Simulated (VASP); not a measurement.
La:

```
La
1.0
     3.75000    0.00000    0.00000
    -1.87500    3.24760    0.00000
     0.00000    0.00000    6.07000
La
2
Cartesian
  1.8750 1.0825 4.5525
  0.0000 2.1651 1.5175
```

Base run:

- Program: VASP 6.6.1
- Functional: PBEsol
- Potentials or basis: VASP PAW PBE potentials, release 64 (La)
- Cutoff: 520 eV
- k mesh: 8 × 8 × 5
- Occupations: fermi-dirac, width 0.05 eV
- Spin: no spin polarisation

Its results: band gap on the k mesh zero (bands 11 and 12 overlap by 1.31 eV); pressure -1.4 GPa.

**Question.** The run is repeated on the same cell with these changes: functional from PBEsol to PBE; further incar settings from ALGO = Fast; EDIFF = 1e-07; NBANDS = 18 to ALGO = Normal; EDIFF = 1e-07; NBANDS = 18. What comes out?

**Answer.** Band gap on the k mesh zero (bands 11 and 12 overlap by 1.31 eV); pressure 0.7 GPa.

Caveats: spin-orbit coupling is left out, which moves the levels of the heavy elements; the PAW data sets were made with another functional, which shifts forces and pressure a little (at least some runs).
